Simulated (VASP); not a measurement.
## CaO: single point with RPBE+D3(BJ)

The system is CaO.

```
CELL_PARAMETERS angstrom
0.00000 2.28947 2.28947
2.28947 0.00000 2.28947
2.28947 2.28947 0.00000
ATOMIC_POSITIONS crystal
Ca 0.00000 0.00000 0.00000
O 0.50000 0.50000 0.50000
```

```
Program             : VASP 6.6.1
Task                : single point
Functional          : RPBE
Dispersion          : D3(BJ)
Potentials or basis : VASP PAW PBE potentials, release 64 (Ca_sv, O)
Cutoff              : 520 eV
k mesh              : 10 × 10 × 10
Occupations         : fermi-dirac, width 0.05 eV
Spin                : no spin polarisation
```

```yaml
Pressure: 1.2 GPa
Band_gap_on_the_k_mesh: 3.65 eV (least direct gap 3.97 eV)
Dispersion_energy_per_atom: -1.785 eV
```

Levels at points of the mesh, in eV from the valence-band top:
| k point | band 4 | band 5 | band 6 | band 7 | band 8 | band 9 | band 10 | band 11 | band 12 | band 13 |
| --- | --- | --- | --- | --- | --- | --- | --- | --- | --- | --- |
| (0.00, 0.00, 0.00) | -17.81 | -15.91 | 0.00 | 0.00 | 0.00 | 6.15 | 6.61 | 6.61 | 6.61 | 8.34 |
| (0.50, 0.00, 0.00) | -17.88 | -14.01 | -2.96 | -1.52 | -1.52 | 7.81 | 9.18 | 9.18 | 9.84 | 11.68 |
| (0.50, 0.50, 0.00) | -18.17 | -15.72 | -1.17 | -0.32 | -0.32 | 3.65 | 9.20 | 9.72 | 10.53 | 10.53 |

It took 22 s on 1 thread of Intel Xeon 8259CL, on a shared host, peak memory 0.16 GiB.

Caveat: the PAW data sets were made with another functional, which shifts forces and pressure a little. A k mesh can miss the band edges.
